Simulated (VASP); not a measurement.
Wanted: the native input for a VASP 6.6.1 run.

```
Task                   : single point
Functional             : PBE
Potentials or basis    : VASP PAW PBE potentials, release 64 (Zr_sv, C)
Cutoff                 : 520 eV
k mesh                 : 18 × 18 × 10
Occupations            : gaussian, width 0.15 eV
Spin                   : no spin polarisation
Dipole correction      : no
Further INCAR settings : ALGO = Normal; EDIFF = 1e-06; NBANDS = 24
```

The structure of ZrC lies in POSCAR:

```
ZrC
1.0
    3.3757605690      0.0000000000      0.0000000000
   -1.6878802845      2.9234944098      0.0000000000
    0.0000000000      0.0000000000      5.2822970730
Zr C
2 2
Direct
    0.3333333333      0.6666666667      0.2500000000
    0.6666666667      0.3333333333      0.7500000000
    0.0000000000      0.0000000000      0.0000000000
    0.0000000000      0.0000000000      0.5000000000
```

These files were run (other wordings do the same):

INCAR

```
PREC = Accurate ; ENCUT = 520
EDIFF = 1E-6 ; ISMEAR = 0
SIGMA = 0.15 ; LREAL = F
LASPH = T ; NELM = 100
ALGO = Normal ; ISIF = 2
LWAVE = F ; LCHARG = T
GGA = PE ; LELF = T
LVHAR = T ; NBANDS = 24
```

KPOINTS

```
regular mesh
0
Gamma
  18 18 10
```

Potentials or basis: VASP PAW PBE potentials, release 64 (Zr_sv, C).

Run with:

```console
$ cat potpaw_PBE.64/Zr_sv/POTCAR potpaw_PBE.64/C/POTCAR > POTCAR
$ mpirun -np 1 vasp_std > vasp.out
```

Results of the run:

```json
{"Pressure": "0.3 GPa", "Band gap on the k mesh": "zero (band 16 reaches 10.84 eV, above the bottom of band 17 at 9.77 eV)"}
```

Wall time 2.9 min on 1 thread of AMD EPYC 9R45 96-Core Processor (Zen 5), on a shared host, peak memory 0.32 GiB.
